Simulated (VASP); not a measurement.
Here is a VASP 6.6.1 calculation.

File INCAR:

```
SYSTEM = BeSn2S3
ALGO = Normal
EDIFF = 1E-6
ENCUT = 520
GGA = PE
ISIF = 2
ISMEAR = 0
LASPH = .TRUE.
LCHARG = .FALSE.
LREAL = .FALSE.
LWAVE = .FALSE.
NBANDS = 60
NELM = 100
PREC = Accurate
SIGMA = 0.1
```

Contents of KPOINTS:

```
k-points
0
G
  4 2 2
  0 0 0
```

File POSCAR:

```
BeSn2S3
1.0
   -0.0370139840      3.6425785133     -0.3552903563
   -1.4558946253     -0.8519919071      8.9858835283
   10.1653046379     -0.1148226058     -0.7065762628
Be Sn S
2 4 6
Direct
    0.6260405744      0.1642091848      0.2279912395
    0.6257888806      0.1640094685      0.7282056026
    0.3146553684      0.5582117841      0.2185563029
    0.3145209652      0.5579588320      0.7186203646
    0.0081198622      0.9369784376      0.4780849466
    0.0082335964      0.9369447677      0.9780963595
    0.5145739080      0.9325087406      0.1621661528
    0.5143479408      0.9323146934      0.6621737499
    0.1776952899      0.2716581785      0.2583926533
    0.1774797879      0.2714810435      0.7588002082
   -0.1407007680      0.6369238590      0.4044380097
   -0.1407554060      0.6367990496      0.9044734101
```

Potentials or basis: VASP PAW PBE potentials, release 64 (Be, Sn_d, S).

Launch:

```bash
$ cat potpaw_PBE.64/Be/POTCAR potpaw_PBE.64/Sn_d/POTCAR potpaw_PBE.64/S/POTCAR > POTCAR
$ mpirun -np 1 vasp_std > vasp.out
```

(1) Predict the pressure.

(2) What does it give for the band gap on the k mesh?

Results:

(1) 0.1 GPa.

(2) 0.75 eV.

Caveat: the k points lie up to 0.44 Å⁻¹ apart; spin-orbit coupling is left out, which moves the levels of the heavy elements.
